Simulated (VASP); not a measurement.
## NiO2: single point with PBEsol

NiO2:

```
Ni O
1.0
     1.39200    0.80367    7.39546
    -1.39200    0.80367    7.39546
     0.00000   -1.60734    7.39546
Ni O
1 2
Direct
  0.00000 0.00000 0.00000
  0.62461 0.62461 0.62461
  0.37539 0.37539 0.37539
```

```yaml
Program: VASP 6.6.1
Task: single point
Functional: PBEsol
Potentials_or_basis: VASP PAW PBE potentials, release 64 (Ni, O)
Cutoff: 520 eV
k_mesh: 12 × 12 × 12
Occupations: gaussian, width 0.02 eV
Spin: no spin polarisation
Dipole_correction: no
Further_INCAR_settings: ALGO = Normal; EDIFF = 1e-06; NBANDS = 18
```

The pressure is 0.4 GPa, the largest force is 0.066 eV/Å and the band gap on the k mesh is 1.27 eV (least direct gap 1.50 eV).

Forces in eV/Å, atoms in the order of the input:
```
Ni   0.000  0.000  0.000
O    0.000  0.000 -0.066
O    0.000  0.000  0.066
```

Stress tensor (GPa, compression positive):
```
0.48 0.00 0.00
0.00 0.48 0.00
0.00 0.00 0.23
```

Levels at points of the mesh, in eV from the valence-band top:
| k point | band 7 | band 8 | band 9 | band 10 | band 11 | band 12 | band 13 | band 14 | band 15 | band 16 |
| --- | --- | --- | --- | --- | --- | --- | --- | --- | --- | --- |
| (0.00, 0.00, 0.00) | -2.04 | -1.27 | -0.94 | -0.94 | -0.08 | 2.44 | 2.44 | 7.01 | 10.20 | 10.42 |
| (0.50, 0.00, 0.00) | -2.66 | -1.70 | -1.64 | -1.55 | -0.92 | 1.77 | 2.33 | 12.24 | 12.77 | 13.69 |
| (0.50, 0.50, 0.00) | -2.66 | -1.70 | -1.64 | -1.55 | -0.92 | 1.76 | 2.33 | 12.43 | 13.02 | 13.20 |
| (0.50, 0.50, 0.50) | -2.04 | -1.30 | -0.94 | -0.94 | -0.07 | 2.44 | 2.44 | 7.62 | 8.51 | 11.35 |

It took 29 min on 1 thread of Intel(R) Xeon(R) Platinum 8259CL CPU @ 2.50GHz (Skylake/Cascade Lake) (shared host), peak memory 0.51 GiB.

Caveat: the PAW data sets were made with another functional, which shifts forces and pressure a little; the run has no spin polarisation, though such a crystal can be magnetic. Spin polarisation is off, so any magnetic state and its effect on volume and gap are missing.
